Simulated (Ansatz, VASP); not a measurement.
## TaN: VASP beside Ansatz

INCAR

```
SYSTEM = TaN
ALGO = Normal
EDIFF = 1E-8
ENCUT = 520
GGA = PE
ISIF = 2
ISMEAR = -1
LASPH = .True.
LCHARG = .False.
LEFG = .True.
LREAL = .False.
LWAVE = .False.
NBANDS = 24
NELM = 80
PREC = Accurate
SIGMA = 0.01
```

The input KPOINTS:

```
k-points
0
Gamma
  9 9 5
  0 0 0
```

Contents of POSCAR:

```
TaN
1.0
    3.0087798064      0.0000000000      0.0000000000
   -1.5043899033      2.6056797468      0.0000000000
    0.0000000000      0.0000000000      4.8732350589
Ta N
2 2
Direct
    0.3333333333      0.6666666667      0.0000000000
    0.6666666667      0.3333333333      0.5000000000
    0.3333333333      0.6666666667      0.3850000000
    0.6666666667      0.3333333333      0.8850000000
```

Input for Ansatz:

```yaml
crystal:
  lattice:
    - [3.0087798064, 0.0, 0.0]
    - [-1.5043899033, 2.6056797468, 0.0]
    - [0.0, 0.0, 4.8732350589]
  atoms:
    - { symbol: Ta, position: [0.3333333333, 0.6666666667, 0.0] }
    - { symbol: Ta, position: [0.6666666667, 0.3333333333, 0.5] }
    - { symbol: "N", position: [0.3333333333, 0.6666666667, 0.385] }
    - { symbol: "N", position: [0.6666666667, 0.3333333333, 0.885] }
kpoints:
  mp_grid: { grid: [9, 9, 5] }
scf:
  occupations: { method: fermi_dirac, width: 0.01 }
hamiltonian:
  xc: pbe
  pseudopotentials: { kind: paw }
output:
  forces: true
  stress: true
  eigenvalues: true
  efg: { contact_densities: true }
  write_density: true
  write_potential: true
  elf: true
  volumetric_format: npy
```

Change from the starting cell: volume scaled by 0.96, PAW files.

Alike in both runs: task electric field gradients; functional PBE; k mesh 9 × 9 × 5; occupations fermi-dirac, width 0.01 eV; no spin polarisation.

|  | VASP | Ansatz |
| --- | --- | --- |
| version | VASP 6.6.1 | Ansatz 0.2.0 |
| potentials or method | VASP PAW PBE potentials, release 64 (Ta_pv, N) | PAW with Ansatz's default frozen-core files, scalar-relativistic |
| plane-wave cutoff (eV) | 520 | 420 |
| valence electrons in the cell | 32 | 36 |

Ansatz gave:

```
pressure (GPa)                                                : 168.9
traceless stress, the component that is largest in VASP (GPa) : -19.64
rms of the force components (eV/Å)                            : 1.414
size of Vzz on the site where it differs most (V/Å²)          : 133.4
```

Task: Which values does VASP return?

Result: Pressure (GPa): 172.7; traceless stress, the component that is largest in VASP (GPa): -20.03; rms of the force components (eV/Å): 1.426; size of Vzz on the site where it differs most (V/Å²): 128.0.

Atom by atom the forces differ by 0.012 eV/Å (rms over components). Both programs put the cell under a high pressure, so it lies far from rest at this level. VASP's potentials hold 32 valence electrons a cell and Ansatz's 36, so a difference there can come from the potentials and not from the codes.

Spin-orbit coupling is off throughout. Noted on VASP's run: the cell as given lies far from equilibrium.
